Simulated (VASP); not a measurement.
Runs of VASP 6.6.1 on Be2Co. The structure is that of space group Fmmm (No. 69), or close to it. The cells are those of the table. 

```csv
task,level,potentials or basis,cell,k mesh,smearing,k mesh for the DOS,occupations for the DOS,gap on the mesh (eV),pressure (GPa),moment (μB),largest force (eV/Å)
single point,LDA,"VASP PAW LDA potentials, release 64 (Be, Co)","a = 5.667, b = 5.498, c = 2.340 Å, angles 82.0, 73.9, 24.1°, 3 atoms",2 × 5 × 3,gaussian 0.1 eV,-,-,none,-8.5,1.27,0.34
density of states,PBE,"VASP PAW PBE potentials, release 64 (Be, Co)","a = 5.760, b = 5.588, c = 2.378 Å, angles 82.0, 73.9, 24.1°, 3 atoms",3 × 3 × 3,gaussian 0.1 eV,5 × 5 × 5,tetrahedron,-,-,1.38,-
single point,PBE,"VASP PAW PBE potentials, release 64 (Be, Co)","a = 5.667, b = 5.498, c = 2.340 Å, angles 82.0, 73.9, 24.1°, 3 atoms",6 × 6 × 6,fermi-dirac 0.051704 eV,-,-,none,-0.6,1.04,0.10
single point,PBE,"VASP PAW PBE potentials, release 64 (Be, Co)","a = 5.667, b = 5.498, c = 2.340 Å, angles 82.0, 73.9, 24.1°, 3 atoms",2 × 2 × 2,gaussian 0.1 eV,-,-,none,5.5,2.25,0.78
single point,PBE,"VASP PAW PBE potentials, release 64 (Be, Co)","a = 5.667, b = 5.498, c = 2.340 Å, angles 82.0, 73.9, 24.1°, 3 atoms",6 × 6 × 6,gaussian 0.002 eV,-,-,none,-0.7,1.06,0.11
single point,PBE,"VASP PAW PBE potentials, release 64 (Be, Co)","a = 5.667, b = 5.498, c = 2.340 Å, angles 82.0, 73.9, 24.1°, 3 atoms",6 × 6 × 6,gaussian 0.1 eV,-,-,none,-0.8,1.05,0.11
single point,PBE,"VASP PAW PBE potentials, release 64 (Be, Co)","a = 5.667, b = 5.498, c = 2.340 Å, angles 82.0, 73.9, 24.1°, 3 atoms",4 × 4 × 4,gaussian 0.1 eV,-,-,none,-2.9,(a),(b)
single point,PBEsol,"VASP PAW PBE potentials, release 64 (Be, Co)","a = 5.667, b = 5.498, c = 2.340 Å, angles 82.0, 73.9, 24.1°, 3 atoms",6 × 6 × 6,gaussian 0.1 eV,-,-,none,-4.8,1.04,0.04
```

Alike in all rows: spin collinear, ferromagnetic start; cutoff (eV) 520.

Q: Estimate the missing entries.

A: (a) 0.47; (b) 0.07.

Caveats: all runs use coarse meshes; tetrahedron occupations give inexact forces and stress in metals (some runs); the PAW data sets were made with another functional, which shifts forces and pressure a little (some runs).

A gap of «none» marks levels without a gap at the run's occupations.
